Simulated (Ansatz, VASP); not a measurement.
**Pb: VASP beside Ansatz**

```xyz
3
Lattice="0.0000 3.9998 -3.9998 -3.9998 0.0000 3.9998 1.9999 1.9999 1.9999" Properties=species:S:1:pos:R:3 pbc="T T T"
Pb    0.0000    0.0000    0.0000
Pb   -1.9999    1.9999    1.9999
Pb    0.0000    3.9998    0.0000
```

Alike in both runs: task single point; functional PBE; k mesh 8 × 8 × 11; occupations fermi-dirac, width 0.08 eV; no spin polarisation.

|  | VASP | Ansatz |
| --- | --- | --- |
| version | VASP 6.6.1 | Ansatz 0.2.0 |
| potentials or method | VASP PAW PBE potentials, release 64 (Pb_d), cutoff 520 eV | all-electron LAPW, scalar-relativistic |

```tsv
	VASP	Ansatz	Ansatz less VASP
pressure (GPa)	0.0	0.0	+0.06
```

Ansatz ran all-electron here, and VASP with PAW potentials.

Neither program's run includes spin-orbit coupling.
